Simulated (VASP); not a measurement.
Crystal: C.

```xyz
9
Lattice="3.6655 0.0000 0.0000 -1.8327 3.1744 0.0000 0.0000 0.0000 4.2998" Properties=species:S:1:pos:R:3 pbc="T T T"
C     0.1425    0.7832    1.3585
C     1.0832    2.9062    2.7918
C    -1.2257    2.6594    4.2250
C     1.2257    2.6594    1.5080
C    -0.1425    0.7832    0.0748
C    -1.0832    2.9062    2.9413
C     1.5270    1.2347    1.4333
C     1.8327    0.7050    2.8665
C     2.1385    1.2347    0.0000
```

The cell was generated, and may not be a known phase.

```yaml
Program: VASP 6.6.1
Task: relaxation of cell and atoms
Functional: PBE
Potentials_or_basis: VASP PAW PBE potentials, release 64 (C)
Cutoff: 600 eV
k_mesh: 6 × 6 × 4
Occupations: gaussian, width 0.1 eV
Spin: no spin polarisation
```

At the start: pressure 113.3 GPa; volume 5.56 Å³/atom.

Question: Where does the relaxation end?

Answer: Over 34 steps the energy falls by 1596.3 meV/atom and the volume is 8.91 Å³/atom (+60.4 %); space group P3_112 (No. 151, to 0.1 Å) before and after.

Step by step:
```csv
step,energy change (eV),largest force (eV/Å),pressure (GPa),volume (Å³)
1,0.0000,3.3273,113.32,50.03
2,-1.3349,5.2655,-21.37,83.88
3,-4.4606,5.7486,11.17,63.51
4,-6.1318,5.8187,-17.52,82.83
5,-7.4101,2.6335,-16.40,75.14
6,-9.6609,4.1880,-4.23,76.70
7,-9.9607,5.9799,1.06,77.65
8,-11.1476,2.8212,-6.05,78.46
9,-11.2856,3.0970,-7.68,78.89
10,-11.9798,2.9366,-7.22,78.05
11,-13.3667,1.0686,-1.88,75.52
12,-13.3674,1.5677,0.27,75.07
13,-13.3812,1.2134,-0.91,75.30
14,-13.6002,0.9373,3.18,74.88
15,-13.7239,1.3406,10.63,74.16
16,-13.8694,1.0679,8.26,74.99
17,-14.0896,0.6247,1.54,77.47
18,-14.1001,0.6723,0.07,78.04
19,-14.1742,0.6353,-0.28,78.19
20,-14.2197,0.6796,-0.42,78.42
21,-14.2760,0.3889,0.84,78.45
22,-14.3014,0.3520,2.40,78.48
23,-14.3172,0.2487,-0.06,79.23
24,-14.3172,0.2288,0.04,79.20
25,-14.3314,0.1746,-0.81,79.61
26,-14.3426,0.2307,-2.49,80.43
27,-14.3535,0.1518,-1.45,80.22
28,-14.3594,0.1362,0.05,79.93
29,-14.3617,0.0915,0.29,79.91
30,-14.3636,0.1348,0.74,79.87
31,-14.3652,0.0977,0.53,79.97
32,-14.3668,0.0508,-0.12,80.27
33,-14.3669,0.0422,0.01,80.21
34,-14.3671,0.0190,-0.06,80.23
```

Final structure:
```yaml
crystal:
  lattice:
    - [3.76718, 0.00000, 0.00000]
    - [-1.88359, 3.26248, 0.00000]
    - [0.00000, 0.00000, 6.52778]
  atoms:
    - { symbol: C, position: [0.15594, 0.16978, 0.27528] }
    - { symbol: C, position: [0.83022, 0.98617, 0.60861] }
    - { symbol: C, position: [0.01383, 0.84406, 0.94194] }
    - { symbol: C, position: [0.83023, 0.84406, 0.39139] }
    - { symbol: C, position: [0.01383, 0.16978, 0.05806] }
    - { symbol: C, position: [0.15594, 0.98617, 0.72472] }
    - { symbol: C, position: [0.51614, 0.48386, 0.33333] }
    - { symbol: C, position: [0.51614, 0.03228, 0.66667] }
    - { symbol: C, position: [0.96772, 0.48386, 0.00000] }
```

Caveat: the k points lie up to 0.32 Å⁻¹ apart in the final cell; the volume moved by over 15 % at a fixed basis, so the end points are rough; this functional lacks dispersion, which binds layers or chains, so the pressure and a relaxed spacing across them are unreliable.
